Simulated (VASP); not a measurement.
Runs of VASP 6.6.1 on TiSi2. The structure is that of space group P6/mmm (No. 191), or close to it. The cells are those of the table. 

| task | level | potentials or basis | cell | k mesh | cutoff (eV) | grid for exact exchange (PRECFOCK) | share of exact exchange | gap on the mesh (eV) | pressure (GPa) | relaxed volume (Å³/atom) |
| --- | --- | --- | --- | --- | --- | --- | --- | --- | --- | --- |
| relaxation of cell and atoms | PBEsol | VASP PAW PBE potentials, release 64 (Ti_sv, Si) | relaxed from a = 4.375, b = 4.375, c = 2.561 Å, angles 90.0, 90.0, 120.0°, 3 atoms | 6 × 6 × 8 | 600 | - | - | none | 0.1 | 13.68 |
| single point | LDA | VASP PAW LDA potentials, release 64 (Ti_sv, Si) | a = 4.284, b = 4.284, c = 2.523 Å, angles 90.0, 90.0, 120.0°, 3 atoms | 6 × 6 × 8 | 520 | - | - | none | 0.1 | - |
| single point | PBE | VASP PAW PBE potentials, release 64 (Ti_sv, Si) | a = 4.316, b = 4.316, c = 2.526 Å, angles 90.0, 90.0, 120.0°, 3 atoms | 7 × 7 × 10 | 520 | - | - | none | 5.7 | - |
| single point | r2SCAN-based global hybrid with 25 % exact exchange | VASP PAW PBE potentials, release 64 (Ti_sv, Si) | a = 4.375, b = 4.375, c = 2.561 Å, angles 90.0, 90.0, 120.0°, 3 atoms | 4 × 4 × 6 | 520 | Normal | 0.25 | none | -3.5 | - |
| single point | PBEsol | VASP PAW PBE potentials, release 64 (Ti_sv, Si) | a = 4.316, b = 4.316, c = 2.543 Å, angles 90.0, 90.0, 120.0°, 3 atoms | 6 × 6 × 8 | 520 | - | - | none | 0.1 | - |
| single point | PBE | VASP PAW PBE potentials, release 64 (Ti_sv, Si) | a = 4.359, b = 4.359, c = 2.566 Å, angles 90.0, 90.0, 120.0°, 3 atoms | 6 × 6 × 8 | 520 | - | - | none | (b) | - |
| relaxation of cell and atoms | PBE | VASP PAW PBE potentials, release 64 (Ti_sv, Si) | relaxed from a = 4.375, b = 4.375, c = 2.561 Å, angles 90.0, 90.0, 120.0°, 3 atoms | 6 × 6 × 8 | 600 | - | - | none | 0.0 | 14.07 |
| single point | PBE | VASP PAW PBE potentials, release 64 (Ti_sv, Si) | a = 4.345, b = 4.345, c = 2.544 Å, angles 90.0, 90.0, 120.0°, 3 atoms | 7 × 7 × 10 | 520 | - | - | none | (a) | - |
| relaxation of cell and atoms | LDA | VASP PAW LDA potentials, release 64 (Ti_sv, Si) | relaxed from a = 4.375, b = 4.375, c = 2.561 Å, angles 90.0, 90.0, 120.0°, 3 atoms | 6 × 6 × 8 | 600 | - | - | none | 0.2 | 13.37 |
| single point | r2SCAN-based global hybrid with 10 % exact exchange | VASP PAW PBE potentials, release 64 (Ti_sv, Si) | a = 4.375, b = 4.375, c = 2.561 Å, angles 90.0, 90.0, 120.0°, 3 atoms | 4 × 4 × 6 | 520 | Normal | 0.1 | none | -2.4 | - |

Alike in all rows: no spin polarisation; smearing fermi-dirac 0.05 eV.

Problem. Estimate the missing entries.

Solution. (a) 2.6; (b) -0.1.

Caveats: some runs use coarse meshes; the PAW data sets were made with another functional, which shifts forces and pressure a little (at least some runs); the cell stands under pressure (at least some runs).

A gap of «none» marks levels without a gap at the run's occupations.
